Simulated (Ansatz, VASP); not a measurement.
# Au in VASP and in Ansatz

```
CELL_PARAMETERS angstrom
0.00000 1.97288 1.97288
1.97288 0.00000 1.97288
1.97288 1.97288 0.00000
ATOMIC_POSITIONS crystal
Au 0.00000 0.00000 0.00000
```

Alike in both runs: task single point; functional PBE; k mesh 18 × 18 × 18; occupations gaussian, width 0.1 eV; no spin polarisation.

|  | VASP | Ansatz |
| --- | --- | --- |
| version | VASP 6.6.1 | Ansatz 0.2.0 |
| potentials or method | VASP PAW PBE potentials, release 64 (Au), cutoff 500 eV | scalar-relativistic, plane waves, PAW |
| valence electrons in the cell | 11 | 19 |

VASP gave:

```
gap on the k mesh at the Fermi level (eV) : none
pressure (GPa)                            : 34.5
```

What did Ansatz give for the same quantities?

gap on the k mesh at the Fermi level (eV): none; pressure (GPa): 34.9.

A gap of «none» marks a metal or a gap that the smearing closes. Both programs put the cell under a high pressure, so it lies far from rest at this level. With one functional, cell and mesh, what is left measures potentials, basis and numerics. VASP's potentials hold 11 valence electrons a cell and Ansatz's 19, so a difference there can come from the potentials and not from the codes.

Neither program's run includes spin-orbit coupling.
